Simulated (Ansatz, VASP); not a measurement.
**AlRu: VASP beside Ansatz**

```
Al Ru
1.0
     2.99798    0.00000    0.00000
     0.00000    2.99798    0.00000
     0.00000    0.00000    2.99798
Al Ru
1 1
Direct
  0.00000 0.00000 0.00000
  0.50000 0.50000 0.50000
```

Alike in both runs: task single point; functional PBEsol; k mesh 14 × 14 × 14; occupations fermi-dirac, width 0.15 eV; no spin polarisation.

|  | VASP | Ansatz |
| --- | --- | --- |
| version | VASP 6.6.1 | Ansatz 0.2.0 |
| potentials or method | VASP PAW PBE potentials, release 64 (Al, Ru_pv), cutoff 520 eV | scalar-relativistic, plane waves, PAW |
| valence electrons in the cell | 17 | 19 |

```csv
,VASP,Ansatz,Ansatz less VASP
gap on the k mesh at the Fermi level (eV),none,none,-
pressure (GPa),-4.1,-4.1,-0.05
```

VASP's potentials were made for PBE, not for PBEsol. A gap of «none» marks a metal or a gap that the smearing closes. VASP's potentials hold 17 valence electrons a cell and Ansatz's 19, so a difference there can come from the potentials and not from the codes.
